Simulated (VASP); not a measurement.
## SiO2: single point with HSE06

Crystal: SiO2.

```
CELL_PARAMETERS angstrom
4.10149 0.00000 0.00000
0.00000 4.10149 0.00000
0.00000 0.00000 2.61546
ATOMIC_POSITIONS crystal
Si 0.00000 0.00000 0.00000
Si 0.50000 0.50000 0.50000
O 0.30415 0.30415 0.00000
O 0.19585 0.80415 0.50000
O 0.80415 0.19585 0.50000
O 0.69585 0.69585 0.00000
```

This cell differs from its parent crystal: strain -2.0%.

```
Program             : VASP 6.6.1
Task                : single point
Functional          : HSE06
Potentials or basis : VASP PAW PBE potentials, release 64 (Si, O)
Cutoff              : 520 eV
k mesh              : 4 × 4 × 6
Occupations         : gaussian, width 0.01 eV
Spin                : no spin polarisation
```

```json
{
  "Pressure": "19.8 GPa",
  "Largest force": "0.034 eV/Å",
  "Band gap on the k mesh": "8.75 eV"
}
```

Forces in eV/Å, atoms in the order of the input:
```
Si   0.000  0.000  0.000
Si   0.000  0.000  0.000
O    0.024  0.024  0.000
O   -0.024  0.024  0.000
O    0.024 -0.024  0.000
O   -0.024 -0.024  0.000
```

Stress tensor (GPa, compression positive):
```
17.96  0.00  0.00
 0.00 17.96  0.00
 0.00  0.00 23.62
```

Levels at points of the mesh, in eV from the valence-band top:
| k point | band 13 | band 14 | band 15 | band 16 | band 17 | band 18 | band 19 | band 20 |
| --- | --- | --- | --- | --- | --- | --- | --- | --- |
| (0.00, 0.00, 0.00) | -2.41 | -0.90 | -0.90 | 0.00 | 8.75 | 9.00 | 11.08 | 11.08 |
| (0.50, 0.00, 0.00) | -2.71 | -2.71 | -1.14 | -1.14 | 10.71 | 10.71 | 11.70 | 11.70 |
| (0.50, 0.50, 0.00) | -2.96 | -2.96 | -2.66 | -2.66 | 10.37 | 10.37 | 12.88 | 12.88 |
| (0.00, 0.00, 0.50) | -3.59 | -3.59 | -3.05 | -3.05 | 12.16 | 12.16 | 15.55 | 15.55 |
| (0.50, 0.00, 0.50) | -2.45 | -2.45 | -2.02 | -2.02 | 11.51 | 11.51 | 12.71 | 12.71 |
| (0.50, 0.50, 0.50) | -1.88 | -1.88 | -1.83 | -1.83 | 9.91 | 9.91 | 13.69 | 13.69 |

Run time: 7.2 min on 4 MPI ranks on Oxide Virtual Turin-like Processor (shared host), peak memory 0.24 GiB a rank.

Caveat: the cell differs from its parent crystal (strain -2.0%); the stress differs along the axes, from 18 to 24 GPa; the structure was generated, so it needn't be the stable form of SiO2; the PAW data sets were made with another functional, which shifts forces and pressure a little.
